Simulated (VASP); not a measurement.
# LiBr (Fm-3m) in VASP: further runs

The runs below take LiBr through vibrations by perturbation theory, with PBEsol.

Everything below comes from runs of VASP 6.6.1. Logs are shortened: lines on timing, memory, paths and dates and some standing lists are left out, and cuts for length are marked.

### 1 The cell of the first run

The structure is cubic, space group Fm-3m (No. 225). The conventional cell has a = 4.928 Å, b = 4.928 Å, c = 4.928 Å, α = 90.00°, β = 90.00°, γ = 90.00°. Within 3.3 Å of Li (site symmetry m-3m) lie 6 Br at 2.46 Å. Within 3.3 Å of Br (site symmetry m-3m) lie 6 Li at 2.46 Å.

### 2 Vibrations by perturbation theory, PBEsol

INCAR reads:

```
SYSTEM = LiBr
  PREC = Accurate
  ENCUT = 750
  EDIFF = 1E-8
  ISMEAR = 0
  SIGMA = 0.01
  LREAL = .False.
  LASPH = .True.
  NELM = 120
  ALGO = Normal
  ISIF = 2
  LWAVE = .False.
  LCHARG = .True.
  GGA = PS
  NBANDS = 12
  IBRION = 8
  NSW = 1
  GGA_COMPAT = .False.
```

KPOINTS reads:

```
Automatic mesh
0
Gamma
  8 8 8
  0 0 0
```

POSCAR reads:

```
LiBr
1.0
    2.4638116599      2.4638116599      0.0000000000
   -2.4638116599      2.4638116599      0.0000000000
    0.0000000000      2.4638116599      2.4638116599
Li Br
1 1
Direct
    0.0000000000      0.0000000000      0.0000000000
    0.5000000000      0.5000000000      0.0000000000
```

Potentials or basis: VASP PAW PBE potentials, release 64 (Li_sv, Br).

Command:

```sh
$ cat potpaw_PBE.64/Li_sv/POTCAR potpaw_PBE.64/Br/POTCAR > POTCAR
$ mpirun -np 1 vasp_std > vasp.out
```

OUTCAR:

```text
SYSTEM = LiBr
   PREC = Accurate
   ENCUT = 750
   EDIFF = 1E-8
   ISMEAR = 0
   LREAL = .False.
   LASPH = .True.
   NELM = 120
   ISIF = 2
   GGA = PS
   IBRION = 8
   NSW = 1

 ion  position               nearest neighbor table
   1  0.000  0.000  0.000-   2 2.46   2 2.46   2 2.46   2 2.46   2 2.46   2 2.46
   2  0.500  0.500  0.000-   1 2.46   1 2.46   1 2.46   1 2.46   1 2.46   1 2.46

  LATTYP: Found a face centered cubic cell.
 ALAT       =     4.9276233198

  Lattice vectors:

 A1 = (   0.0000000000,   2.4638116599,   2.4638116599)
 A2 = (   2.4638116599,   0.0000000000,   2.4638116599)
 A3 = (   2.4638116599,   2.4638116599,   0.0000000000)

Analysis of symmetry for initial positions (statically):
=====================================================================
 Subroutine PRICEL returns:
 Original cell was already a primitive cell.

 Routine SETGRP: Setting up the symmetry group for a
 face centered cubic supercell.

 Subroutine GETGRP returns: Found 48 space group operations
 (whereof 48 operations were pure point group operations)
 out of a pool of 48 trial point group operations.

The static configuration has the point symmetry O_h .

Analysis of symmetry for dynamics (positions and initial velocities):
=====================================================================
 Subroutine PRICEL returns:
 Original cell was already a primitive cell.

 Routine SETGRP: Setting up the symmetry group for a
 face centered cubic supercell.

 Subroutine GETGRP returns: Found 48 space group operations
 (whereof 48 operations were pure point group operations)
 out of a pool of 48 trial point group operations.

The dynamic configuration has the point symmetry O_h .

 Subroutine INISYM returns: Found 48 space group operations
 (whereof 48 operations are pure point group operations),
 and found     1 'primitive' translations

----------------------------------------------------------------------------------------

                                     Primitive cell

  volume of cell :      29.9125

  direct lattice vectors                    reciprocal lattice vectors
     2.463811660  2.463811660  0.000000000     0.202937590  0.202937590 -0.202937590
    -2.463811660  2.463811660  0.000000000    -0.202937590  0.202937590 -0.202937590
     0.000000000  2.463811660  2.463811660     0.000000000  0.000000000  0.405875180

  length of vectors
     3.484355865  3.484355865  3.484355865     0.351498216  0.351498216  0.405875180

  position of ions in fractional coordinates (direct lattice)
     0.000000000  0.000000000  0.000000000
     0.500000000  0.500000000  0.000000000

  ion indices of the primitive-cell ions
   primitive index   ion index
                 1           1
                 2           2

----------------------------------------------------------------------------------------

 KPOINTS: Automatic mesh

Automatic generation of k-mesh.
 Grid dimensions read from file:
 generate k-points for:    8    8    8

 Generating k-lattice:

  Cartesian coordinates                     Fractional coordinates (reciprocal lattice)
     0.025367199  0.025367199 -0.025367199     0.125000000  0.000000000  0.000000000
    -0.025367199  0.025367199 -0.025367199     0.000000000  0.125000000  0.000000000
     0.000000000  0.000000000  0.050734397     0.000000000  0.000000000  0.125000000

  Length of vectors
     0.043937277  0.043937277  0.050734397

  Shift w.r.t. Gamma in fractional coordinates (k-lattice)
     0.000000000  0.000000000  0.000000000

 Subroutine IBZKPT returns following result:
 ===========================================

 Found     29 irreducible k-points:

 Following reciprocal coordinates:
            Coordinates               Weight
  0.000000  0.000000  0.000000      1.000000
  0.125000  0.000000  0.000000      8.000000
  0.250000  0.000000  0.000000      8.000000
  0.375000  0.000000  0.000000      8.000000
  0.500000  0.000000  0.000000      4.000000
  0.125000  0.125000  0.000000     12.000000
[... 16 lines left out ...]
  0.375000  0.250000  0.125000     48.000000
  0.500000  0.250000  0.125000     24.000000
 [... further k-points ...]
   k-points           NKPTS =     29   k-points in BZ     NKDIM =     29   number of bands    NBANDS=     12
   number of dos      NEDOS =    301   number of ions     NIONS =      2
   total plane-waves  NPLWV =  32768
   dimension x,y,z NGX =    32 NGY =   32 NGZ =   32
   dimension x,y,z NGXF=    64 NGYF=   64 NGZF=   64
[... 17 lines left out ...]
   IBRION =      8    ionic relax: 0-MD 1-quasi-New 2-CG
   NFREE  =      0    steps in history (QN), initial steepest desc. (CG)
   ISIF   =      2    stress and relaxation
   ISYM   =      2    0-nonsym 1-usesym 2-fastsym
   POTIM  = 0.5000    time-step for ionic-motion
   TEBEG  =    0.0;   TEEND  =   0.0 temperature during run
   PSTRESS=    0.0 pullay stress
   NELECT =      10.0000    total number of electrons
   NUPDOWN=      -1.0000    fix difference up-down
   EMIN   =  10.00;   EMAX   =-10.00  energy-range for DOS
   EFERMI =   0.00;   METHOD = LEGACY
   ISMEAR =     0;   SIGMA  =   0.01  broadening in eV -4-tet -1-fermi 0-gaus
   EFERMI_NEDOS =   21; number of points for ismear=-14 and -15
   IALGO  =     38    algorithm
   IMIX   =      4    mixing-type and parameters
     AMIX     =   0.40;   BMIX     =  1.00
     AMIX_MAG =   1.60;   BMIX_MAG =  1.00
  volume/ion in A,a.u.               =      14.96       100.93
  Fermi-wavevector in a.u.,A,eV,Ry     =   1.136207  2.147119 17.564653  1.290966
  Thomas-Fermi vector in A             =   2.272912
   LORBIT       =      0    0 simple, 1 ext, 2 COOP (PROOUT), +10 PAW based schemes
   GGA     = PS    functional components
   LHFCALC =     F    Hartree Fock is set to
   AEXX    =    0.0000 exact exchange contribution
   IVDW    =     0    specifies the selected vdW correction
   LEPSILON=     F    determine dielectric tensor
   LRPA    =     F    only Hartree local field effects (RPA)
 non-spin polarized calculation
 Gauss-broadening in eV      SIGMA  =   0.01
  energy-cutoff  :      750.00
  volume of cell :       29.91
 maximum number of plane-waves:      1411
   NGX = 15   NGY = 15   NGZ = 15

--------------------------------------- Ionic step        1  -------------------------------------------

 number of electron      10.0000000 magnetization

 Free energy of the ion-electron system (eV)
  ---------------------------------------------------
  ext. energy  EPLUGINS =         0.00000000
  ---------------------------------------------------
  free energy    TOTEN  =        -6.57992162 eV

  energy without entropy =       -6.57992162  energy(sigma->0) =       -6.57992162

 E-fermi :   3.1629     XC(G=0): -10.0263

 val. band max:        3.0814443489   @ k =   0.1250   0.1250   0.0000
 cond. band min:       8.6387305454   @ k =   0.5000   0.0000   0.0000
 fundamental gap:      5.5572861965
 Fermi energy:         3.1629495693

 k-point     1 :       0.0000    0.0000    0.0000
  band No.  band energies     occupation
      1     -40.4358      2.00000
      2     -11.8889      2.00000
      3       3.0787      2.00000
      4       3.0787      2.00000
      5       3.0787      2.00000
      6       9.7522      0.00000
      7      13.5760      0.00000
      8      13.5760      0.00000
      9      13.5760      0.00000
     10      16.5716      0.00000
     11      16.5716      0.00000
     12      16.5716      0.00000
[... 331 lines left out ...]
 k-point    24 :       0.5000    0.2500    0.1250
  band No.  band energies     occupation
      1     -40.4280      2.00000
      2     -10.6427      2.00000
      3      -1.2051      2.00000
      4       0.6897      2.00000
      5       1.9752      2.00000
      6      10.4086      0.00000
      7      11.2014      0.00000
      8      12.9517      0.00000
      9      15.5726      0.00000
     10      17.8883      0.00000
     11      19.2134      0.00000
     12      21.7792      0.00000

 [... further k-points ...]

------------------------ aborting loop because EDIFF is reached ----------------------------------------

  FORCE on cell =-STRESS in cart. coord.  units (eV):
  Direction    XX          YY          ZZ          XY          YZ          ZX
  --------------------------------------------------------------------------------------
  -------------------------------------------------------------------------------------
  Total        2.8064559      2.8064559      2.8064559      0.0000000      0.0000000      0.0000000
  in kB      150.3198331    150.3198331    150.3198331      0.0000000      0.0000000      0.0000000
  external PRESSURE =     150.3198331 kB  Pullay stress =       0.0000000 kB

 VOLUME and BASIS-vectors are now :
 -----------------------------------------------------------------------------
  energy-cutoff  :      750.00
  volume of cell :       29.91
      direct lattice vectors                 reciprocal lattice vectors
     2.463811660  2.463811660  0.000000000     0.202937590  0.202937590 -0.202937590
    -2.463811660  2.463811660  0.000000000    -0.202937590  0.202937590 -0.202937590
     0.000000000  2.463811660  2.463811660     0.000000000  0.000000000  0.405875180

 POSITION                                       TOTAL-FORCE (eV/Angst)
 -----------------------------------------------------------------------------------
      0.00000      0.00000      0.00000         0.000000      0.000000      0.000000
      0.00000      2.46381      0.00000         0.000000     -0.000000      0.000000
 -----------------------------------------------------------------------------------
    total drift:                                0.000000     -0.000000     -0.000000

  FREE ENERGIE OF THE ION-ELECTRON SYSTEM (eV)
  ---------------------------------------------------
  free  energy   TOTEN  =        -6.5799216182 eV

  energy  without entropy=       -6.5799216182  energy(sigma->0) =       -6.57992162

[... ionic steps 2 to 3 ...]

--------------------------------------- Ionic step        4  -------------------------------------------

------------------------ aborting loop because EDIFF is reached ----------------------------------------

[... ionic steps 5 to 6 ...]

--------------------------------------- Ionic step        7  -------------------------------------------

 Free energy of the ion-electron system (eV)
  ---------------------------------------------------
  ---------------------------------------------------
  free energy    TOTEN  =        -0.13206847 eV

  energy without entropy =       -0.13206847

------------------------ aborting loop because EDIFF is reached ----------------------------------------

 INTERNAL STRAIN TENSOR  FOR ION    2  DIRECTION 1   (eV/Angst):
 -----------------------------------------------------------------------------
     0.00283  0.00000  0.00000
     0.00000 -0.01466  0.00000
    -0.00000  0.00000 -0.01466

 INTERNAL STRAIN TENSOR FOR ION    2 for displacements in x,y,z  (eV/Angst):
          X           Y           Z          XY          YZ          ZX
  --------------------------------------------------------------------------------
  x     0.00000     0.00000     0.00000     0.00000     0.00000     0.00000
  y     0.00000     0.00000     0.00000     0.00000     0.00000     0.00000
  z     0.00000     0.00000     0.00000     0.00000     0.00000     0.00000

 SECOND DERIVATIVES (NOT SYMMETRIZED)
 ------------------------------------
               1X          1Y          1Z          2X          2Y          2Z
  1X    -2.920302    0.000000   -0.000000    2.920302   -0.000000    0.000000
  1Y    -0.000000   -2.920302    0.000000    0.000000    2.920302   -0.000000
  1Z    -0.000000    0.000000   -2.920302    0.000000   -0.000000    2.920302
  2X     2.937916   -0.000000    0.000000   -2.937916    0.000000   -0.000000
  2Y     0.000000    2.937916   -0.000000   -0.000000   -2.937916    0.000000
  2Z    -0.000000   -0.000000    2.937916    0.000000    0.000000   -2.937916

 Eigenvectors and eigenvalues of the dynamical matrix
 ----------------------------------------------------

   1 f  =   10.526209 THz    66.138122 2PiTHz  351.116540 cm-1    43.532883 meV
             X         Y         Z           dx          dy          dz
      0.000000  0.000000  0.000000    -0.958592    0.000078   -0.000000
      0.000000  2.463812  0.000000     0.284784   -0.000023    0.000000
[... 21 lines left out ...]
   6 f/i=    0.008640 THz     0.054285 2PiTHz    0.288192 cm-1     0.035731 meV
             X         Y         Z           dx          dy          dz
      0.000000  0.000000  0.000000    -0.284657    0.008519   -0.000000
      0.000000  2.463812  0.000000    -0.958163    0.028676    0.000000

--------------------------------------------------------------------------------------------------------

 ELASTIC MODULI CONTR FROM IONIC RELAXATION (kBar)
 Direction    XX          YY          ZZ          XY          YZ          ZX
 --------------------------------------------------------------------------------
 XX           0.0000      0.0000      0.0000      0.0000      0.0000      0.0000
 YY           0.0000      0.0000      0.0000      0.0000      0.0000      0.0000
 ZZ           0.0000      0.0000      0.0000      0.0000      0.0000      0.0000
 XY           0.0000      0.0000      0.0000      0.0000      0.0000      0.0000
 YZ           0.0000      0.0000      0.0000      0.0000      0.0000      0.0000
 ZX           0.0000      0.0000      0.0000      0.0000      0.0000      0.0000
 --------------------------------------------------------------------------------
```

Run time: 90 s. Hardware: 1 thread of Intel Xeon 6975P-C (Granite Rapids), shared host; peak memory 0.26 GiB.

Results:

- Highest phonon frequency at Γ, LO-TO splitting left out: 351 cm⁻¹

Phonon frequencies in cm⁻¹ (negative: imaginary):
```
              q point        frequencies
(0.000, 0.000, 0.000)  0 0 0 351 351 351
```

Caveat: the cell stands under pressure or tension, which shifts response properties; the PAW data sets were made with another functional, which shifts forces and pressure a little.

### 3 Vibrations by perturbation theory, PBEsol

This run uses another cell than the first one, of 15.96 Å³/atom.

INCAR reads:

```
SYSTEM = LiBr
  ALGO = Normal
  EDIFF = 1E-8
  ENCUT = 750
  GGA = PS
  GGA_COMPAT = .False.
  IBRION = 8
  ISIF = 2
  ISMEAR = 0
  LASPH = .True.
  LCHARG = .False.
  LREAL = .False.
  LWAVE = .False.
  NBANDS = 12
  NELM = 120
  NSW = 1
  PREC = Accurate
  SIGMA = 0.01
```

KPOINTS reads:

```
k-points
0
Gamma
  8 8 8
  0 0 0
```

POSCAR reads:

```
LiBr
1.0
    2.5176884791      2.5176884791      0.0000000000
   -2.5176884791      2.5176884791      0.0000000000
    0.0000000000      2.5176884791      2.5176884791
Li Br
1 1
Direct
    0.0000000000      0.0000000000      0.0000000000
    0.5000000000      0.5000000000      0.0000000000
```

Potentials or basis: VASP PAW PBE potentials, release 64 (Li_sv, Br).

Command:

```sh
$ cat potpaw_PBE.64/Li_sv/POTCAR potpaw_PBE.64/Br/POTCAR > POTCAR
$ mpirun -np 1 vasp_std > vasp.out
```

OUTCAR:

```text
SYSTEM = LiBr
   EDIFF = 1E-8
   ENCUT = 750
   GGA = PS
   IBRION = 8
   ISIF = 2
   ISMEAR = 0
   LASPH = .True.
   LREAL = .False.
   NELM = 120
   NSW = 1
   PREC = Accurate

 ion  position               nearest neighbor table
   1  0.000  0.000  0.000-   2 2.52   2 2.52   2 2.52   2 2.52   2 2.52   2 2.52
   2  0.500  0.500  0.000-   1 2.52   1 2.52   1 2.52   1 2.52   1 2.52   1 2.52

  LATTYP: Found a face centered cubic cell.
 ALAT       =     5.0353769582
[... 620 lines left out ...]
               1X          1Y          1Z          2X          2Y          2Z
  1X    -2.266772    0.000000    0.000000    2.266772    0.000000    0.000000
  1Y     0.000000   -2.266772    0.000000    0.000000    2.266772    0.000000
  1Z     0.000000    0.000000   -2.266772    0.000000    0.000000    2.266772
  2X     2.288838    0.000000    0.000000   -2.288838    0.000000    0.000000
  2Y     0.000000    2.288838    0.000000    0.000000   -2.288838    0.000000
  2Z     0.000000    0.000000    2.288838    0.000000    0.000000   -2.288838

 Eigenvectors and eigenvalues of the dynamical matrix
 ----------------------------------------------------

   1 f  =    9.275280 THz    58.278302 2PiTHz  309.390034 cm-1    38.359458 meV
             X         Y         Z           dx          dy          dz
      0.000000  0.000000  0.000000     0.000000    0.958448    0.000000
      0.000000  2.517688  0.000000     0.000000   -0.285267    0.000000
[... 21 lines left out ...]
   6 f/i=    0.012284 THz     0.077180 2PiTHz    0.409734 cm-1     0.050801 meV
             X         Y         Z           dx          dy          dz
      0.000000  0.000000  0.000000     0.000000    0.000000   -0.285267
      0.000000  2.517688  0.000000     0.000000    0.000000   -0.958448

--------------------------------------------------------------------------------------------------------

 ELASTIC MODULI CONTR FROM IONIC RELAXATION (kBar)
 Direction    XX          YY          ZZ          XY          YZ          ZX
 --------------------------------------------------------------------------------
 XX           0.0000      0.0000      0.0000      0.0000      0.0000      0.0000
 YY           0.0000      0.0000      0.0000      0.0000      0.0000      0.0000
 ZZ           0.0000      0.0000      0.0000      0.0000      0.0000      0.0000
 XY           0.0000      0.0000      0.0000      0.0000      0.0000      0.0000
 YZ           0.0000      0.0000      0.0000      0.0000      0.0000      0.0000
 ZX           0.0000      0.0000      0.0000      0.0000      0.0000      0.0000
 --------------------------------------------------------------------------------
```

stdout:

```text
POSCAR found type information on POSCAR LiBr
 POSCAR found :  2 types and       2 ions
 scaLAPACK will be used
 -----------------------------------------------------------------------------
|                                                                             |
|                                                                             |
|     You enforced a specific xc type in the INCAR file but a different       |
|     I HOPE YOU KNOW WHAT YOU ARE DOING!                                     |
|                                                                             |
 -----------------------------------------------------------------------------

 LDA part: xc-table for (Slater+PW92), standard interpolation
 POSCAR, INCAR and KPOINTS ok, starting setup
 FFT: planning ... GRIDC
 FFT: planning ... GRID_SOFT
 FFT: planning ... GRID
 WAVECAR not read
 entering main loop
 Linear response reoptimize wavefunctions to high precision
 Linear response DOF=           2
 Linear response progress:
 first order change of Fermi-energy  -0.50355E-04
 force on displaced ion       1 direction 1 :  -2.267   0.000   0.000
 Linear response progress:
 first order change of Fermi-energy  -0.10771E-03
 force on displaced ion       2 direction 1 :  -2.289  -0.000  -0.000
 Linear response finished
```

It took 85 s on 1 thread of Intel Xeon 6975P-C (Granite Rapids), shared host; peak memory 0.27 GiB.

What came out:

- Highest phonon frequency at Γ, LO-TO splitting left out: 309 cm⁻¹

Phonon frequencies in cm⁻¹ (negative: imaginary):
```
              q point        frequencies
(0.000, 0.000, 0.000)  0 0 0 309 309 309
```

Caveat: the cell stands under pressure or tension, which shifts response properties; the PAW data sets were made with another functional, which shifts forces and pressure a little.
